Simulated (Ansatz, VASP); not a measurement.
One calculation of Re, two programs

```
Re
1.0
     0.00000    1.94538    1.97500
     1.97500    0.00000    1.97500
     1.97500    1.94538    0.00000
Re
1
Cartesian
  0.0000 0.0000 0.0000
```

Change from the starting cell: strain -0.0150 x Voigt [0, 1, 0, 0, 0, 0], atoms carried along.

Alike in both runs: task single point; functional PBE; k mesh 20 × 20 × 20; occupations gaussian, width 0.15 eV; no spin polarisation.

|  | VASP | Ansatz |
| --- | --- | --- |
| version | VASP 6.6.1 | Ansatz 0.2.0 |
| potentials or method | VASP PAW PBE potentials, release 64 (Re), cutoff 520 eV | scalar-relativistic, plane waves, PAW |
| valence electrons in the cell | 7 | 15 |

```csv
,VASP,Ansatz,Ansatz less VASP
gap on the k mesh at the Fermi level (eV),none,none,-
pressure (GPa),-4.7,-4.1,+0.62
"traceless stress, the component that is largest in VASP (GPa)",2.74,2.76,+0.020
```

A gap of «none» marks a metal or a gap that the smearing closes. VASP's potentials hold 7 valence electrons a cell and Ansatz's 15, so a difference there can come from the potentials and not from the codes.

Spin-orbit coupling is off throughout.
